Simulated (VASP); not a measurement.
Wanted: the native input for a VASP 6.6.1 run.

- Task: single point
- Functional: LDA
- Potentials or basis: VASP PAW LDA potentials, release 64 (Nb_sv)
- Cutoff: 520 eV
- k mesh: 21 × 21 × 21
- Occupations: fermi-dirac, width 0.1 eV
- Spin: no spin polarisation
- Dipole correction: no
- Further INCAR settings: ALGO = Normal; EDIFF = 1e-06; NBANDS = 12

The structure of Nb lies in POSCAR:

```
Nb
1.0
    0.0000000000      2.0711543911      2.0711543911
    2.0711543911      0.0000000000      2.0711543911
    2.0711543911      2.0711543911      0.0000000000
Nb
1
Direct
    0.0000000000      0.0000000000      0.0000000000
```

The input as run:

INCAR

```
  PREC = Accurate
  ENCUT = 520
  EDIFF = 1E-6
  ISMEAR = -1
  SIGMA = 0.1
  LREAL = False
  LASPH = True
  NELM = 60
  ALGO = Normal
  ISIF = 2
  LWAVE = False
  LCHARG = False
  GGA = CA
  NBANDS = 12
```

KPOINTS

```
regular mesh
0
Gamma
  21 21 21
```

Potentials or basis: VASP PAW LDA potentials, release 64 (Nb_sv).

Run with:

```sh
$ cat potpaw_LDA.64/Nb_sv/POTCAR > POTCAR
$ mpirun -np 1 vasp_std > vasp.out
```

Results of the run:

- Pressure: -0.4 GPa

It took 34 s on 1 thread of Intel Xeon 6975P-C (shared host), peak memory 0.18 GiB.
